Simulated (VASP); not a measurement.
Input of a VASP 6.6.1 run:

INCAR

```
SYSTEM = Cu
ALGO = Fast ; EDIFF = 1E-6
EDIFFG = -0.003 ; ENCUT = 600
GGA = PE ; IBRION = 2
ISIF = 3 ; ISMEAR = 0
KPAR = 4 ; LASPH = .TRUE.
LCHARG = .FALSE. ; LREAL = .FALSE.
LWAVE = .FALSE. ; NELM = 60
NSW = 80 ; PREC = Accurate
SIGMA = 0.1
```

Contents of KPOINTS:

```
k-points
0
G
  66 66 66
  0 0 0
```

File POSCAR:

```
Cu
1.0
    0.0000000000      1.8150000000      1.8150000000
    1.8150000000      0.0000000000      1.8150000000
    1.8150000000      1.8150000000      0.0000000000
Cu
1
Direct
    0.0000000000      0.0000000000      0.0000000000
```

Potentials or basis: VASP PAW PBE potentials, release 64 (Cu).

Run with:

```bash
$ cat potpaw_PBE.64/Cu/POTCAR > POTCAR
$ mpirun -np 4 vasp_std > vasp.out
```

(1) What does it give for the relaxed cell?

(2) Estimate the band gap on the k mesh.

(3) Predict the relaxed volume.

## Answers

(1) a = 2.571 Å, b = 2.571 Å, c = 2.571 Å, α = 60.00°, β = 60.00°, γ = 60.00°.

(2) zero (an odd number of electrons rules out a gap without spin polarisation).

(3) 12.01 Å³/atom.
